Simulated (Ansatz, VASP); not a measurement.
**GaN in VASP and in Ansatz**

File POSCAR:

```
GaN
1.0
    0.0000000000      2.2264630157      2.2727256636
    2.2264630157      0.0000000000      2.2727256636
    2.2264630157      2.2264630157      0.0000000000
Ga N
1 1
Direct
    0.0000000000      0.0000000000      0.0000000000
    0.2500000000      0.2500000000      0.2500000000
```

File INCAR.step1:

```
  PREC = Accurate
  ENCUT = 520
  ISMEAR = 0
  SIGMA = 0.01
  LREAL = F
  LASPH = T
  NELM = 60
  NBANDS = 16
  GGA = PE
  ALGO = Normal
  EDIFF = 1E-4
  LWAVE = T
  LCHARG = F
```

INCAR.step2

```
  PREC = Accurate
  ENCUT = 520
  EDIFF = 1E-6
  ISMEAR = 0
  SIGMA = 0.01
  LREAL = F
  LASPH = T
  NELM = 60
  ALGO = Normal
  ISIF = 2
  LWAVE = F
  LCHARG = F
  METAGGA = R2SCAN
  LMIXTAU = T
  NBANDS = 16
  ISTART = 1
```

File KPOINTS:

```
Automatic mesh
0
Gamma
  10 10 10
```

Input for Ansatz:

```yaml
crystal:
  lattice:
    - [0.0, 2.2264630157, 2.2727256636]
    - [2.2264630157, 0.0, 2.2727256636]
    - [2.2264630157, 2.2264630157, 0.0]
  atoms:
    - { symbol: Ga, position: [0.0, 0.0, 0.0] }
    - { symbol: "N", position: [0.25, 0.25, 0.25] }
kpoints:
  mp_grid: { grid: [10, 10, 10] }
  band_path:
    path:
      - [0.0, 0.0, 0.0]
      - [-0.5, -0.5, 0.0]
      - [-0.375, -0.375, 0.25]
      - [-0.375, 0.0, 0.375]
      - [0.0, 0.0, 0.5]
      - [-0.5, -0.25, 0.25]
    npoints: 1
hamiltonian:
  xc: r2scan
scf:
  occupations: { method: fixed }
  n_extra_bands: 4
output:
  forces: true
  stress: true
  eigenvalues: true
  write_density: true
  write_potential: true
  elf: true
  volumetric_format: npy
```

Change from the starting cell: epitaxial_xy strain -1.0%.

Alike in both runs: task single point; functional r2SCAN; k mesh 10 × 10 × 10; no spin polarisation.

```csv
,VASP,Ansatz
version,VASP 6.6.1,Ansatz 0.2.0
potentials or method,"VASP PAW PBE potentials, release 64 (Ga_d, N)","plane waves, PAW"
plane-wave cutoff (eV),520,500
occupations,"gaussian, width 0.01 eV",fixed
valence electrons in the cell,18,18
```

```csv
,VASP,Ansatz,Ansatz less VASP
gap on the k mesh at the Fermi level (eV),2.19,2.20,+0.009
pressure (GPa),3.0,1.9,-1.15
"traceless stress, the component that is largest in VASP (GPa)",-1.86,-1.89,-0.026
```

VASP's potentials were made for PBE, not for r2SCAN.
